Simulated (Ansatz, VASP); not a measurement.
One calculation of BN, two programs

```
CELL_PARAMETERS angstrom
2.52070 0.00000 0.00000
-1.26035 2.18299 0.00000
0.00000 0.00000 4.23694
ATOMIC_POSITIONS crystal
B 0.33333 0.66667 0.99978
B 0.66667 0.33333 0.49978
N 0.33333 0.66667 0.37422
N 0.66667 0.33333 0.87422
```

Change from the starting cell: strained cell.

Alike in both runs: functional LDA; k mesh 9 × 9 × 6; occupations gaussian, width 0.02 eV; no spin polarisation.

Ansatz relaxed the structure, and its values are those at the end. VASP's run is a single point on that final structure, the one shown.

|  | VASP | Ansatz |
| --- | --- | --- |
| version | VASP 6.6.1 | Ansatz 0.2.0 |
| potentials or method | VASP PAW LDA potentials, release 64 (B, N), cutoff 600 eV | scalar-relativistic, plane waves, PAW |
| valence electrons in the cell | 16 | 16 |

VASP gave:

| Quantity | Value |
| --- | --- |
| gap on the k mesh at the Fermi level (eV) | 4.87 |
| least direct gap on the mesh (eV) | 8.05 |
| pressure (GPa) | -4.3 |
| rms of the force components (eV/Å) | 0.005 |

**Question.** Which values does Ansatz return?

**Answer.** gap on the k mesh at the Fermi level (eV): 4.89; least direct gap on the mesh (eV): 8.05; pressure (GPa): -5.1; rms of the force components (eV/Å): 0.000.

Ansatz warns that its potentials were made for another functional, while VASP's fit it. LDA's correlation is that of Perdew and Zunger in VASP and of Perdew and Wang (1992) in Ansatz. Ansatz's warnings: stress scf threshold loose.
